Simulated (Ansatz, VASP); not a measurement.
One calculation of Zn2GaO2, two programs

The input INCAR:

```
PREC     = Accurate       # precision mode
ENCUT    = 520            # plane-wave cutoff, eV
EDIFF    = 1E-7           # SCF threshold, eV
ISMEAR   = 0              # smearing method
SIGMA    = 0.1            # smearing width, eV
LREAL    = F              # projectors in reciprocal space
LASPH    = T              # aspherical terms in the spheres
NELM     = 100            # most SCF steps
ALGO     = Normal         # electronic algorithm
ISIF     = 2              # what is computed and relaxed
LWAVE    = F              # write WAVECAR
LCHARG   = F              # write CHGCAR
GGA      = PE             # functional
NBANDS   = 32             # bands
```

The input KPOINTS:

```
Automatic mesh
0
Gamma
  12 12 10
```

File POSCAR:

```
Zn2GaO2
1.0
    5.4372079060      0.0000000000      0.0000000000
   -2.7186039530      4.7087601722      0.0000000000
    0.0000000000      0.0000000000      3.5366792943
Zn Ga O
2 1 2
Direct
    0.3333333333      0.6666666667      0.0000000000
    0.6666666667      0.3333333333      0.0000000000
    0.0000000000      0.0000000000      0.5000000000
    0.3333333333      0.6666666667      0.5000000000
    0.6666666667      0.3333333333      0.5000000000
```

Input for Ansatz:

```yaml
crystal:
  lattice:
    - [5.437207906, 0.0, 0.0]
    - [-2.718603953, 4.7087601722, 0.0]
    - [0.0, 0.0, 3.5366792943]
  atoms:
    - { symbol: Zn, position: [0.3333333333, 0.6666666667, 0.0] }
    - { symbol: Zn, position: [0.6666666667, 0.3333333333, 0.0] }
    - { symbol: Ga, position: [0.0, 0.0, 0.5] }
    - { symbol: O, position: [0.3333333333, 0.6666666667, 0.5] }
    - { symbol: O, position: [0.6666666667, 0.3333333333, 0.5] }
basis:
  ecutwfc: 420
kpoints:
  mp_grid: { grid: [12, 12, 10] }
  band_path:
    path:
      - [[0.0, 0.0, 0.0], [0.5, 0.0, 0.0], [0.33333333, 0.33333333, 0.0], [0.0, 0.0, 0.0], [0.0, 0.0, 0.5], [0.5, 0.0, 0.5], [0.33333333, 0.33333333, 0.5], [0.0, 0.0, 0.5]]
      - [[0.5, 0.0, 0.5], [0.5, 0.0, 0.0]]
      - [[0.33333333, 0.33333333, 0.5], [0.33333333, 0.33333333, 0.0]]
    npoints: 14
hamiltonian:
  xc: pbe
scf:
  occupations: { method: gaussian, width: 0.1 }
  n_extra_bands: 12
output:
  forces: true
  stress: true
  eigenvalues: true
  populations: true
  dos: { projected: true, de: 0.02, nscf_kmesh: { grid: [15, 15, 12] } }
  bader: true
  write_density: true
  write_potential: true
  elf: true
  volumetric_format: npy
```

Alike in both runs: task single point; functional PBE; k mesh 12 × 12 × 10; occupations gaussian, width 0.1 eV; no spin polarisation.

|  | VASP | Ansatz |
| --- | --- | --- |
| version | VASP 6.6.1 | Ansatz 0.2.0 |
| potentials or method | VASP PAW PBE potentials, release 64 (Zn, Ga_d, O), cutoff 520 eV | scalar-relativistic, plane waves, PAW |
| valence electrons in the cell | 49 | 49 |

|  | VASP | Ansatz | Ansatz less VASP |
| --- | --- | --- | --- |
| gap on the k mesh at the Fermi level (eV) | none | none | - |
| pressure (GPa) | 0.7 | 0.0 | -0.69 |
| traceless stress, the component that is largest in VASP (GPa) | 1.48 | -0.02 | -1.502 |

A gap of «none» marks a metal or a gap that the smearing closes. With one functional, cell and mesh, what is left measures potentials, basis and numerics.
